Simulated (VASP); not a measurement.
# Mo (Im-3m) in VASP: a series of runs

Runs on Mo. Level: PBE. Tasks: single point.

All numbers are computed with VASP 6.6.1; they aren't measurements. Logs are shortened: lines on timing, memory, paths and dates and some standing lists are left out, and cuts for length are marked.

## Step 1: The cell of the first run

Symmetry: Im-3m, No. 229, cubic system. Conventional cell: a = 3.161 Å, b = 3.161 Å, c = 3.161 Å, α = 90.00°, β = 90.00°, γ = 90.00°. Within 3.6 Å of Mo (site symmetry m-3m) lie 14 Mo at 2.74 to 3.16 Å.

## Step 2: Single point, PBE

INCAR

```
  ALGO = Normal
  EDIFF = 1E-7
  ENCUT = 520
  GGA = PE
  ISIF = 2
  ISMEAR = -1
  LASPH = True
  LCHARG = False
  LREAL = False
  LWAVE = False
  NBANDS = 28
  NELM = 80
  PREC = Accurate
  SIGMA = 0.1
```

KPOINTS

```
k-points
0
Gamma
  10 10 13
```

POSCAR

```
Mo
1.0
    0.0000000000      3.1608398996     -3.1608398996
   -3.1608398996      0.0000000000      3.1608398996
    1.5804199498      1.5804199498      1.5804199498
Mo
3
Direct
    0.0000000000      0.0000000000      0.0000000000
    0.3333333330      0.6666666670      0.3333333330
    0.6666666670      0.3333333330      0.6666666670
```

Potentials or basis: VASP PAW PBE potentials, release 64 (Mo_sv).

Launch:

```sh
> cat potpaw_PBE.64/Mo_sv/POTCAR > POTCAR
> mpirun -np 1 vasp_std > vasp.out
```

OUTCAR:

```text
EDIFF = 1E-7
   ENCUT = 520
   GGA = PE
   ISIF = 2
   ISMEAR = -1
   LASPH = True
   LREAL = False
   NELM = 80
   PREC = Accurate

 ion  position               nearest neighbor table
   1  0.000  0.000  0.000-   2 2.74   3 2.74   3 2.74   2 2.74   3 2.74   2 2.74   3 3.16   2 3.16
                             3 3.16   3 3.16   2 3.16   2 3.16
   2  0.333  0.667  0.333-   1 2.74   3 2.74   3 2.74   1 2.74   1 2.74   3 2.74   3 3.16   3 3.16
                             1 3.16   1 3.16   1 3.16   3 3.16
   3  0.667  0.333  0.667-   1 2.74   2 2.74   2 2.74   1 2.74   1 2.74   2 2.74   2 3.16   2 3.16
                             1 3.16   1 3.16   1 3.16   2 3.16

  LATTYP: Found a hexagonal cell.
 ALAT       =     4.4701026545
 C/A-ratio  =     0.6123724357

  Lattice vectors:

 A1 = (   0.0000000000,   3.1608398996,  -3.1608398996)
 A2 = (  -3.1608398996,   0.0000000000,   3.1608398996)
 A3 = (   1.5804199498,   1.5804199498,   1.5804199498)

Analysis of symmetry for initial positions (statically):
=====================================================================
 Subroutine PRICEL returns following result:

  LATTYP: Found a body centered cubic cell.
 ALAT       =     3.1608398975

  Lattice vectors:

 A1 = (  -1.5804199530,   1.5804199466,  -1.5804199466)
 A2 = (  -1.5804199482,  -1.5804199482,   1.5804199482)
 A3 = (   1.5804199498,   1.5804199498,   1.5804199498)

   3 primitive cells build up your supercell.

 Routine SETGRP: Setting up the symmetry group for a
 hexagonal supercell.

 Subroutine GETGRP returns: Found 12 space group operations
 (whereof 12 operations were pure point group operations)
 out of a pool of 24 trial point group operations.

The static configuration has the point symmetry D_3d.

Analysis of symmetry for dynamics (positions and initial velocities):
=====================================================================
 Subroutine PRICEL returns following result:

  LATTYP: Found a body centered cubic cell.
 ALAT       =     3.1608398975

  Lattice vectors:

 A1 = (  -1.5804199530,   1.5804199466,  -1.5804199466)
 A2 = (  -1.5804199482,  -1.5804199482,   1.5804199482)
 A3 = (   1.5804199498,   1.5804199498,   1.5804199498)

   3 primitive cells build up your supercell.

 Routine SETGRP: Setting up the symmetry group for a
 hexagonal supercell.

 Subroutine GETGRP returns: Found 12 space group operations
 (whereof 12 operations were pure point group operations)
 out of a pool of 24 trial point group operations.

The dynamic configuration has the point symmetry D_3d.

 Subroutine INISYM returns: Found 12 space group operations
 (whereof 12 operations are pure point group operations),
 and found     3 'primitive' translations

----------------------------------------------------------------------------------------

                                     Primitive cell

  volume of cell :      15.7898

  direct lattice vectors                    reciprocal lattice vectors
    -1.580419953  1.580419947 -1.580419947    -0.316371607  0.316371607  0.000000000
    -1.580419948 -1.580419948  1.580419948    -0.316371607 -0.000000001  0.316371608
     1.580419950  1.580419950  1.580419950     0.000000000  0.316371607  0.316371607

  length of vectors
     2.737367649  2.737367648  2.737367650     0.447417018  0.447417018  0.447417018

  position of ions in fractional coordinates (direct lattice)
     0.000000000  0.000000000  0.000000000

  ion indices of the primitive-cell ions
   primitive index   ion index
                 1           1

----------------------------------------------------------------------------------------

 KPOINTS: k-points

Automatic generation of k-mesh.
 Grid dimensions read from file:
 generate k-points for:   10   10   13

 Generating k-lattice:

  Cartesian coordinates                     Fractional coordinates (reciprocal lattice)
    -0.010545720  0.021091440 -0.010545720     0.100000000  0.000000000  0.000000000
    -0.021091440  0.010545720  0.010545720     0.000000000  0.100000000  0.000000000
     0.016224185  0.016224185  0.016224185     0.000000000  0.000000000  0.076923077

  Length of vectors
     0.025831634  0.025831634  0.028101113

  Shift w.r.t. Gamma in fractional coordinates (k-lattice)
     0.000000000  0.000000000  0.000000000

 Subroutine IBZKPT returns following result:
 ===========================================

 Found    146 irreducible k-points:

 Following reciprocal coordinates:
            Coordinates               Weight
  0.000000  0.000000  0.000000      1.000000
  0.100000  0.000000  0.000000      6.000000
  0.200000  0.000000  0.000000      6.000000
  0.300000  0.000000  0.000000      6.000000
  0.400000  0.000000  0.000000      6.000000
  0.500000  0.000000  0.000000      3.000000
[... 16 lines left out ...]
  0.000000  0.400000  0.076923      6.000000
  0.500000  0.000000  0.076923      6.000000
 [... further k-points ...]
   k-points           NKPTS =    146   k-points in BZ     NKDIM =    146   number of bands    NBANDS=     28
   number of dos      NEDOS =    301   number of ions     NIONS =      3
   total plane-waves  NPLWV =  25920
   dimension x,y,z NGX =    36 NGY =   36 NGZ =   20
   dimension x,y,z NGXF=    72 NGYF=   72 NGZF=   40
   ions per type =               3
   NGX,Y,Z   is equivalent  to a cutoff of  13.39, 13.39, 12.15 a.u.
   NGXF,Y,Z  is equivalent  to a cutoff of  26.78, 26.78, 24.29 a.u.
 SYSTEM =  unknown system
   PREC   = accura    normal or accurate (medium, high low for compatibility)
   ISTART =      0    job   : 0-new  1-cont  2-samecut
   ICHARG =      2    charge: 1-file 2-atom 10-const
   ISPIN  =      1    spin polarized calculation?
   LNONCOLLINEAR =      F non collinear calculations
   LSORBIT =      F    spin-orbit coupling
   LASPH  =      T    aspherical Exc in radial PAW
   ENCUT  =  520.0 eV  38.22 Ry    6.18 a.u.   8.31  8.31  5.09*2*pi/ulx,y,z
   NELM   =     80;   NELMIN=  2; NELMDL= -5     # of ELM steps
   EDIFF  = 0.1E-06   stopping-criterion for ELM
   LREAL  =      F    real-space projection
   EDIFFG = 0.1E-05   stopping-criterion for IOM
   NSW    =      0    number of steps for IOM
   IBRION =     -1    ionic relax: 0-MD 1-quasi-New 2-CG
   NFREE  =      0    steps in history (QN), initial steepest desc. (CG)
   ISIF   =      2    stress and relaxation
   ISYM   =      2    0-nonsym 1-usesym 2-fastsym
   POTIM  = 0.5000    time-step for ionic-motion
   TEBEG  =    0.0;   TEEND  =   0.0 temperature during run
   PSTRESS=    0.0 pullay stress
   NELECT =      42.0000    total number of electrons
   NUPDOWN=      -1.0000    fix difference up-down
   EMIN   =  10.00;   EMAX   =-10.00  energy-range for DOS
   EFERMI =   0.00;   METHOD = LEGACY
   ISMEAR =    -1;   SIGMA  =   0.10  broadening in eV -4-tet -1-fermi 0-gaus
   EFERMI_NEDOS =   21; number of points for ismear=-14 and -15
   IALGO  =     38    algorithm
   IMIX   =      4    mixing-type and parameters
     AMIX     =   0.40;   BMIX     =  1.00
     AMIX_MAG =   1.60;   BMIX_MAG =  1.00
  volume/ion in A,a.u.               =      15.79       106.56
  Fermi-wavevector in a.u.,A,eV,Ry     =   1.572745  2.972057 33.654380  2.473527
  Thomas-Fermi vector in A             =   2.674133
   LORBIT       =      0    0 simple, 1 ext, 2 COOP (PROOUT), +10 PAW based schemes
   GGA     = PE    functional components
   LHFCALC =     F    Hartree Fock is set to
   AEXX    =    0.0000 exact exchange contribution
   IVDW    =     0    specifies the selected vdW correction
   LEPSILON=     F    determine dielectric tensor
   LRPA    =     F    only Hartree local field effects (RPA)
 non-spin polarized calculation
  energy-cutoff  :      520.00
  volume of cell :       47.37
 maximum number of plane-waves:      1291
 NGX is ok and might be reduce to    36
   NGX = 17   NGY = 17   NGZ = 11

 number of electron      42.0000004 magnetization

 Free energy of the ion-electron system (eV)
  ---------------------------------------------------
  ext. energy  EPLUGINS =         0.00000000
  ---------------------------------------------------
  free energy    TOTEN  =       -32.84118933 eV

  energy without entropy =      -32.77597963  energy(sigma->0) =      -32.80858448

 E-fermi :  12.4623     XC(G=0): -13.3336

 val. band max:       12.4617359984   @ k =   0.0000   0.3000   0.4615
 cond. band min:      12.4649888349   @ k =  -0.1000   0.4000   0.4615
 fundamental gap:      0.0032528365
 Fermi energy:        12.4623274045

 k-point     1 :       0.0000    0.0000    0.0000
  band No.  band energies     occupation
      1     -48.8460      2.00000
      2     -48.5597      2.00000
      3     -48.5597      2.00000
      4     -23.0768      2.00000
      5     -23.0768      2.00000
      6     -23.0768      2.00000
[... 20 lines left out ...]
     27      14.5464      0.00000
     28      14.5464      0.00000

 k-point     2 :       0.1000    0.0000    0.0000
  band No.  band energies     occupation
      1     -48.8379      2.00000
      2     -48.5644      2.00000
      3     -48.5634      2.00000
      4     -23.2121      2.00000
      5     -23.1946      2.00000
      6     -22.9303      2.00000
[... 20 lines left out ...]
     27      14.8038      0.00000
     28      14.8641      0.00000

 k-point     3 :       0.2000    0.0000    0.0000
  band No.  band energies     occupation
      1     -48.8146      2.00000
      2     -48.5799      2.00000
      3     -48.5719      2.00000
      4     -23.3277      2.00000
      5     -23.2476      2.00000
      6     -22.7811      2.00000
[... 20 lines left out ...]
     27      14.8827      0.00000
     28      15.1201      0.00000

 k-point     4 :       0.3000    0.0000    0.0000
  band No.  band energies     occupation
      1     -48.7789      2.00000
      2     -48.6070      2.00000
      3     -48.5816      2.00000
      4     -23.4162      2.00000
      5     -23.2225      2.00000
      6     -22.6475      2.00000
[... 578 lines left out ...]
     27      14.8228      0.00000
     28      16.4032      0.00000

 k-point    23 :       0.0000    0.4000    0.0769
  band No.  band energies     occupation
      1     -48.7301      2.00000
      2     -48.6311      2.00000
      3     -48.5886      2.00000
      4     -23.4442      2.00000
      5     -23.0841      2.00000
      6     -22.7965      2.00000
[... 20 lines left out ...]
     27      14.7131      0.00000
     28      14.8066      0.00000

 k-point    24 :       0.5000    0.0000    0.0769
  band No.  band energies     occupation
      1     -48.6864      2.00000
      2     -48.6770      2.00000
      3     -48.5867      2.00000
      4     -23.4716      2.00000
      5     -22.9941      2.00000
      6     -22.9044      2.00000
[... 20 lines left out ...]
     27      15.0991      0.00000
     28      15.2272      0.00000

 [... further k-points ...]

------------------------ aborting loop because EDIFF is reached ----------------------------------------

  FORCE on cell =-STRESS in cart. coord.  units (eV):
  Direction    XX          YY          ZZ          XY          YZ          ZX
  --------------------------------------------------------------------------------------
  -------------------------------------------------------------------------------------
  Total        0.1517432      0.1517432      0.1517432     -0.0256780     -0.0256780     -0.0256780
  in kB        5.1324076      5.1324076      5.1324076     -0.8685065     -0.8685065     -0.8685065
  external PRESSURE =       5.1324076 kB  Pullay stress =       0.0000000 kB

 VOLUME and BASIS-vectors are now :
 -----------------------------------------------------------------------------
  energy-cutoff  :      520.00
  volume of cell :       47.37
      direct lattice vectors                 reciprocal lattice vectors
     0.000000000  3.160839900 -3.160839900    -0.105457202  0.210914405 -0.105457202
    -3.160839900  0.000000000  3.160839900    -0.210914405  0.105457202  0.105457202
     1.580419950  1.580419950  1.580419950     0.210914405  0.210914405  0.210914405

 POSITION                                       TOTAL-FORCE (eV/Angst)
 -----------------------------------------------------------------------------------
      0.00000      0.00000      0.00000         0.000000      0.000000      0.000000
     -1.58042      1.58042      1.58042        -0.000000     -0.000000      0.000000
      0.00000      3.16084     -0.00000        -0.000000     -0.000000     -0.000000
 -----------------------------------------------------------------------------------
    total drift:                               -0.000000     -0.000000      0.000000

  FREE ENERGIE OF THE ION-ELECTRON SYSTEM (eV)
  ---------------------------------------------------
  free  energy   TOTEN  =       -32.8411893277 eV

  energy  without entropy=      -32.7759796328  energy(sigma->0) =      -32.80858448
```

Run time: 53 s. Hardware: 1 thread of Intel Xeon 6975P-C (Granite Rapids), shared host; peak memory 0.26 GiB.

What came out:

| Item | Value |
| --- | --- |
| Free energy | -32.8412 eV |
| Pressure | 0.5 GPa |
| Band gap on the k mesh | zero (band 21 reaches 14.35 eV, above the bottom of band 22 at 11.09 eV) |

Levels at points of the mesh, in eV from the Fermi level:
```tsv
k point	band 18	band 19	band 20	band 21	band 22	band 23	band 24	band 25
(0.00, 0.00, 0.00)	-2.33	-2.33	-1.38	-1.37	-1.37	1.61	1.61	2.08
(0.50, 0.00, 0.00)	-2.47	-2.26	-2.26	0.76	0.76	1.56	1.64	2.03
```

## Step 3: Single point, PBE

INCAR

```
SYSTEM = Mo
PREC     = Accurate       ! precision mode
ENCUT    = 520            ! plane-wave cutoff, eV
EDIFF    = 1E-6           ! SCF threshold, eV
ISMEAR   = -1             ! smearing method
SIGMA    = 0.1            ! smearing width, eV
LREAL    = .False.        ! projectors in reciprocal space
LASPH    = .True.         ! aspherical terms in the spheres
NELM     = 100            ! most SCF steps
ALGO     = Normal         ! electronic algorithm
ISIF     = 2              ! what is computed and relaxed
LWAVE    = .False.        ! write WAVECAR
LCHARG   = .False.        ! write CHGCAR
GGA      = PE             ! functional
NBANDS   = 28             ! bands
```

KPOINTS

```
Automatic mesh
0
Gamma
  10 10 13
  0 0 0
```

POSCAR is that of step 2.

Potentials or basis: VASP PAW PBE potentials, release 64 (Mo_sv).

Launch:

```sh
> cat potpaw_PBE.64/Mo_sv/POTCAR > POTCAR
> mpirun -np 1 vasp_std > vasp.out
```

Run time: 50 s. Hardware: 1 thread of Intel Xeon 6975P-C (Granite Rapids), shared host; peak memory 0.26 GiB.

Results (log left out):

* Free energy: -32.8412 eV
* Pressure: 0.5 GPa
* Band gap on the k mesh: zero (band 21 reaches 14.35 eV, above the bottom of band 22 at 11.09 eV)

Levels at points of the mesh, in eV from the Fermi level:
| k point | band 18 | band 19 | band 20 | band 21 | band 22 | band 23 | band 24 | band 25 |
| --- | --- | --- | --- | --- | --- | --- | --- | --- |
| (0.00, 0.00, 0.00) | -2.33 | -2.33 | -1.38 | -1.37 | -1.37 | 1.61 | 1.61 | 2.08 |
| (0.50, 0.00, 0.00) | -2.47 | -2.26 | -2.26 | 0.76 | 0.76 | 1.56 | 1.64 | 2.03 |
